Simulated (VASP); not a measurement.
# C (P6_3/mmc) in VASP: a series of runs, part 2 of 2

VASP 6.6.1.

### 4 Single point, PBEsol (strained cell)

INCAR

```
PREC     = Accurate       # precision mode
ENCUT    = 520            # plane-wave cutoff, eV
EDIFF    = 1E-6           # SCF threshold, eV
ISMEAR   = 0              # smearing method
SIGMA    = 0.02           # smearing width, eV
LREAL    = F              # projectors in reciprocal space
LASPH    = T              # aspherical terms in the spheres
NELM     = 60             # most SCF steps
ALGO     = Normal         # electronic algorithm
ISIF     = 2              # what is computed and relaxed
LWAVE    = F              # write WAVECAR
LCHARG   = T              # write CHGCAR
GGA      = PS             # functional
LELF     = T              # ELF
LVHAR    = T            
NBANDS   = 16             # bands
```

KPOINTS

```
Automatic mesh
0
Gamma
  9 9 6
```

POSCAR

```
C
1.0
    2.5643191212      0.0000000000      0.0000000000
   -1.2821595606      2.2207655024      0.0000000000
    0.0000000000      0.0000000000      4.2229976408
C
4
Direct
    0.3333333333      0.6666666667     -0.0004162315
    0.6666666667      0.3333333333      0.4995837685
    0.3333333333      0.6666666667      0.3744162315
    0.6666666667      0.3333333333      0.8744162315
```

Potentials or basis: VASP PAW PBE potentials, release 64 (C).

Launch:

```bash
> cat potpaw_PBE.64/C/POTCAR > POTCAR
> mpirun -np 1 vasp_std > vasp.out
```

OUTCAR:

```text
PREC = Accurate
   ENCUT = 520
   EDIFF = 1E-6
   ISMEAR = 0
   LREAL = F
   LASPH = T
   NELM = 60
   ISIF = 2
   GGA = PS

 ion  position               nearest neighbor table
   1  0.333  0.667  1.000-   4 1.57   4 1.57   4 1.57   3 1.58
   2  0.667  0.333  0.500-   3 1.57   3 1.57   3 1.57   4 1.58
   3  0.333  0.667  0.374-   2 1.57   2 1.57   2 1.57   1 1.58
   4  0.667  0.333  0.874-   1 1.57   1 1.57   1 1.57   2 1.58

  LATTYP: Found a hexagonal cell.
 ALAT       =     2.5643191212
 C/A-ratio  =     1.6468299931

  Lattice vectors:

 A1 = (   2.5643191212,   0.0000000000,   0.0000000000)
 A2 = (  -1.2821595606,   2.2207655024,   0.0000000000)
 A3 = (   0.0000000000,   0.0000000000,   4.2229976408)

Analysis of symmetry for initial positions (statically):
=====================================================================
 Subroutine PRICEL returns:
 Original cell was already a primitive cell.

 Routine SETGRP: Setting up the symmetry group for a
 hexagonal supercell.

[... 173 lines left out ...]
 E-fermi :   9.2871     XC(G=0): -13.1398

 val. band max:        9.1525699876   @ k =   0.0000   0.0000   0.0000
 cond. band min:      12.4522929132   @ k =   0.3333   0.3333   0.0000
 fundamental gap:      3.2997229256
 Fermi energy:         9.2871462995

 k-point     1 :       0.0000    0.0000    0.0000
  band No.  band energies     occupation
      1     -11.8910      2.00000
      2      -6.4380      2.00000
      3      -3.9751      2.00000
      4       6.1260      2.00000
      5       6.1260      2.00000
      6       8.7254      2.00000
[... 433 lines left out ...]
      3      -1.2682      2.00000
      4      -1.0415      2.00000
      5      -1.0415      2.00000
      6       2.1372      2.00000
[... 8 lines left out ...]
     15      23.6420      0.00000
     16      23.6420      0.00000

 [... further k-points ...]

------------------------ aborting loop because EDIFF is reached ----------------------------------------

  FORCE on cell =-STRESS in cart. coord.  units (eV):
  Direction    XX          YY          ZZ          XY          YZ          ZX
  --------------------------------------------------------------------------------------
  -------------------------------------------------------------------------------------
  Total       -4.4436592     -4.4436592     -2.6582020     -0.0000000      0.0000000      0.0000000
  in kB     -296.0436280   -296.0436280   -177.0936319     -0.0000000      0.0000000      0.0000000
  external PRESSURE =    -256.3936293 kB  Pullay stress =       0.0000000 kB

 VOLUME and BASIS-vectors are now :
 -----------------------------------------------------------------------------
  energy-cutoff  :      520.00
  volume of cell :       24.05
      direct lattice vectors                 reciprocal lattice vectors
     2.564319121  0.000000000  0.000000000     0.389967064  0.225147590  0.000000000
    -1.282159561  2.220765502  0.000000000     0.000000000  0.450295179  0.000000000
     0.000000000  0.000000000  4.222997641     0.000000000  0.000000000  0.236798617

 POSITION                                       TOTAL-FORCE (eV/Angst)
 -----------------------------------------------------------------------------------
     -0.00000      1.48051      4.22124         0.000000      0.000000      0.001548
      1.28216      0.74026      2.10974        -0.000000     -0.000000      0.001548
     -0.00000      1.48051      1.58116         0.000000      0.000000     -0.001548
      1.28216      0.74026      3.69266        -0.000000     -0.000000     -0.001548
 -----------------------------------------------------------------------------------
    total drift:                               -0.000000      0.000000      0.000007

  FREE ENERGIE OF THE ION-ELECTRON SYSTEM (eV)
  ---------------------------------------------------
  free  energy   TOTEN  =       -38.2735559119 eV

  energy  without entropy=      -38.2735559119  energy(sigma->0) =      -38.27355591
```

stdout:

```text
POSCAR found type information on POSCAR C
 POSCAR found :  1 types and       4 ions
 scaLAPACK will be used
 -----------------------------------------------------------------------------
|                                                                             |
|                                                                             |
|     You enforced a specific xc type in the INCAR file but a different       |
|     I HOPE YOU KNOW WHAT YOU ARE DOING!                                     |
|                                                                             |
 -----------------------------------------------------------------------------

 LDA part: xc-table for (Slater+PW92), standard interpolation
 POSCAR, INCAR and KPOINTS ok, starting setup
 FFT: planning ... GRIDC
 FFT: planning ... GRID_SOFT
 FFT: planning ... GRID
 WAVECAR not read
 entering main loop
```

Wall time 18 s (1 thread of Intel Xeon 8259CL, shared host); peak memory 0.13 GiB.

Results:

```
Free energy            : -38.2736 eV
Pressure               : -25.6 GPa
Band gap on the k mesh : 3.30 eV (least direct gap 4.70 eV)
```

Caveat: the cell differs from its parent crystal (strained cell); the cell stands under tension; the PAW data sets were made with another functional, which shifts forces and pressure a little; an odd mesh through Γ misses points on the zone boundary, where band edges can lie.

### 5 Relaxation of the atoms, PBEsol (strained cell)

INCAR

```
SYSTEM = C
ALGO     = Normal         ! electronic algorithm
EDIFF    = 1E-6           ! SCF threshold, eV
EDIFFG   = -0.002         ! ionic threshold
ENCUT    = 520            ! plane-wave cutoff, eV
GGA      = PS             ! functional
IBRION   = 2              ! ionic algorithm
ISIF     = 2              ! what is computed and relaxed
ISMEAR   = 0              ! smearing method
LASPH    = .True.         ! aspherical terms in the spheres
LCHARG   = .False.        ! write CHGCAR
LREAL    = .False.        ! projectors in reciprocal space
LWAVE    = .False.        ! write WAVECAR
NELM     = 100            ! most SCF steps
NSW      = 60             ! ionic steps
PREC     = Accurate       ! precision mode
SIGMA    = 0.02           ! smearing width, eV
```

KPOINTS

```
k-points
0
Gamma
  9 9 6
  0 0 0
```

POSCAR

```
C
1.0
    2.4893572955      0.0000000000      0.0000000000
   -1.2446786477      2.1558466570      0.0000000000
    0.0000000000      0.0000000000      4.2229976408
C
4
Direct
    0.3333333333      0.6666666667     -0.0002008248
    0.6666666667      0.3333333333      0.4997991752
    0.3333333333      0.6666666667      0.3742008248
    0.6666666667      0.3333333333      0.8742008248
```

Launch:

```bash
> cat potpaw_PBE.64/C/POTCAR > POTCAR
> mpirun -np 1 vasp_std > vasp.out
```

Run time: 21 s. Hardware: 1 thread of Intel Xeon 8259CL, shared host; peak memory 0.13 GiB.

Results (log left out):

- Free energy: -38.3823 eV
- Energy gained by relaxing: 0.0 meV/atom
- Ionic steps: 3
- Pressure after relaxing: -2.1 GPa
- Band gap on the k mesh: 3.04 eV (least direct gap 4.77 eV)

Stress tensor (GPa, compression positive):
```
  5.89   0.00   0.00
  0.00   5.89   0.00
  0.00   0.00 -18.00
```

Final structure:
```yaml
crystal:
  lattice:
    - [2.48936, 0.00000, 0.00000]
    - [-1.24468, 2.15585, 0.00000]
    - [0.00000, 0.00000, 4.22300]
  atoms:
    - { symbol: C, position: [0.33333, 0.66667, 0.99984] }
    - { symbol: C, position: [0.66667, 0.33333, 0.49984] }
    - { symbol: C, position: [0.33333, 0.66667, 0.37416] }
    - { symbol: C, position: [0.66667, 0.33333, 0.87416] }
```

Levels at points of the mesh, in eV from the valence-band top:
| k point | band 5 | band 6 | band 7 | band 8 | band 9 | band 10 | band 11 | band 12 |
| --- | --- | --- | --- | --- | --- | --- | --- | --- |
| (0.00, 0.00, 0.00) | -2.91 | -0.51 | 0.00 | 0.00 | 4.77 | 5.14 | 5.14 | 8.62 |
| (0.00, 0.00, 0.50) | -1.73 | -1.73 | -1.73 | -1.73 | 7.32 | 7.32 | 7.32 | 7.32 |

Caveat: the cell differs from its parent crystal (strained cell); the PAW data sets were made with another functional, which shifts forces and pressure a little; an odd mesh through Γ misses points on the zone boundary, where band edges can lie.

### 6 Overview

| task | cell | smearing | gap on the mesh (eV) | pressure (GPa) | largest force (eV/Å) |
| --- | --- | --- | --- | --- | --- |
| single point | a = 2.498, b = 2.498, c = 4.223 Å, angles 90.0, 90.0, 120.0°, 4 atoms | gaussian 0.02 eV | 3.09 | -5.2 | 0.01 |
| single point | a = 2.498, b = 2.498, c = 4.223 Å, angles 90.0, 90.0, 120.0°, 4 atoms | gaussian 0.01 eV | 3.09 | -5.2 | 0.01 |
| single point | a = 2.564, b = 2.564, c = 4.223 Å, angles 90.0, 90.0, 120.0°, 4 atoms | gaussian 0.02 eV | 3.30 | -25.6 | - |
| relaxation of the atoms | atoms relaxed from a = 2.489, b = 2.489, c = 4.223 Å, angles 90.0, 90.0, 120.0°, 4 atoms | gaussian 0.02 eV | 3.04 | -2.1 | - |

Alike in all rows: level PBEsol; potentials or basis VASP PAW PBE potentials, release 64 (C); no spin polarisation; k mesh 9 × 9 × 6; cutoff (eV) 520.

Caveats: the PAW data sets were made with another functional, which shifts forces and pressure a little; an odd mesh through Γ misses points on the zone boundary, where band edges can lie; the cell stands under tension (at least some runs).

Total energies depend on the potentials used, so only differences within one code and one set of settings carry meaning.
